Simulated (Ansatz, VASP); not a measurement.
## BeTe in VASP and in Ansatz

```
Be Te
1.0
     0.00000    2.82844    2.82844
     2.82844    0.00000    2.82844
     2.82844    2.82844    0.00000
Be Te
1 1
Direct
  0.00000 0.00000 0.00000
  0.25000 0.25000 0.25000
```

Alike in both runs: functional r2SCAN; k mesh 8 × 8 × 8; occupations fermi-dirac, width 0.02 eV; no spin polarisation.

Ansatz relaxed the structure, and its values are those at the end. VASP's run is a single point on that final structure, the one shown.

|  | VASP | Ansatz |
| --- | --- | --- |
| version | VASP 6.6.1 | Ansatz 0.2.0 |
| potentials or method | VASP PAW PBE potentials, release 64 (Be, Te), cutoff 520 eV | PAW plane waves |
| valence electrons in the cell | 8 | 18 |

Ansatz gave:

- gap on the k mesh at the Fermi level (eV): 2.38
- pressure (GPa): 0.0

**Question.** What did VASP give for the same quantities?

**Answer.** gap on the k mesh at the Fermi level (eV): 2.37; pressure (GPa): 0.2.

VASP's potentials were made for PBE, not for r2SCAN. The functional is the same, so the differences come from potentials, cutoffs and numerics. VASP's potentials hold 8 valence electrons a cell and Ansatz's 18, so a difference there can come from the potentials and not from the codes.

Spin-orbit coupling is off throughout.
